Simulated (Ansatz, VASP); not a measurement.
**One calculation of Ti, two programs**

```
Ti
1.0
     0.00000    2.06981    2.06981
     2.06981    0.00000    2.06981
     2.06981    2.06981    0.00000
Ti
1
Direct
  0.00000 0.00000 0.00000
```

Change from the starting cell: volume scaled by 1.06.

Alike in both runs: task single point; functional PBE; k mesh 14 × 14 × 14; occupations fermi-dirac, width 0.05 eV; no spin polarisation.

|  | VASP | Ansatz |
| --- | --- | --- |
| version | VASP 6.6.1 | Ansatz 0.2.0 |
| potentials or method | VASP PAW PBE potentials, release 64 (Ti_sv), cutoff 520 eV | all-electron LAPW, scalar-relativistic |

```tsv
	VASP	Ansatz	Ansatz less VASP
pressure (GPa)	-2.2	-2.0	+0.21
```

Ansatz ran all-electron here, and VASP with PAW potentials.
